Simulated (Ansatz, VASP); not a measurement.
Two plane-wave programs on Ta2N

```xyz
3
Lattice="3.1448 0.0000 0.0000 -1.5724 2.7235 0.0000 0.0000 0.0000 4.5379" Properties=species:S:1:pos:R:3 pbc="T T T"
Ta    1.5724    0.9078    3.3884
Ta    0.0000    1.8156    1.1495
N     0.0000    0.0000    0.0000
```

Alike in both runs: task single point; functional LDA; k mesh 18 × 18 × 10; occupations gaussian, width 0.15 eV; no spin polarisation.

```csv
,VASP,Ansatz
version,VASP 6.6.1,Ansatz 0.2.0
potentials or method,"VASP PAW LDA potentials, release 64 (Ta_sv_GW, N), cutoff 700 eV","scalar-relativistic, plane waves, PAW"
valence electrons in the cell,31,31
```

Ansatz gave:

- gap on the k mesh at the Fermi level (eV): none
- pressure (GPa): 0.8
- traceless stress, the component that is largest in VASP (GPa): 13.79
- rms of the force components (eV/Å): 0.276

**Question.** Estimate VASP's values.

**Answer.** gap on the k mesh at the Fermi level (eV): none; pressure (GPa): 1.7; traceless stress, the component that is largest in VASP (GPa): 13.68; rms of the force components (eV/Å): 0.258.

Ansatz warns that its potentials were made for another functional, while VASP's fit it. LDA's correlation is that of Perdew and Zunger in VASP and of Perdew and Wang (1992) in Ansatz. Atom by atom the forces differ by 0.018 eV/Å (rms over components). A gap of «none» marks a metal or a gap that the smearing closes.

Spin-orbit coupling is off throughout.
